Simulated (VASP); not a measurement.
Crystal: MgS.

```
Mg S
1.0
     0.00000    2.60152    2.60152
     2.60152    0.00000    2.60152
     2.60152    2.60152    0.00000
Mg S
1 1
Direct
  0.00000 0.00000 0.00000
  0.50000 0.50000 0.50000
```

Program: VASP 6.6.1. Alike in all runs: task single point; potentials or basis VASP PAW PBE potentials, release 64 (Mg, S); no spin polarisation; cell as given; cutoff (eV) 520; smearing gaussian 0.01 eV. Hardware: 1 thread of Intel(R) Xeon(R) Platinum 8259CL CPU @ 2.50GHz (Skylake/Cascade Lake) (shared host).

**Question.** Order these runs on this cell by their wall time, lowest first.
A. level HSE06; k mesh 6 × 6 × 6; grid for exact exchange (PRECFOCK) Normal; screening parameter 0.2079 1/Å
B. level PBE; k mesh 8 × 8 × 8
C. level r2SCAN; k mesh 6 × 6 × 6

**Answer.** B (11 s), C (36 s), A (650 s).
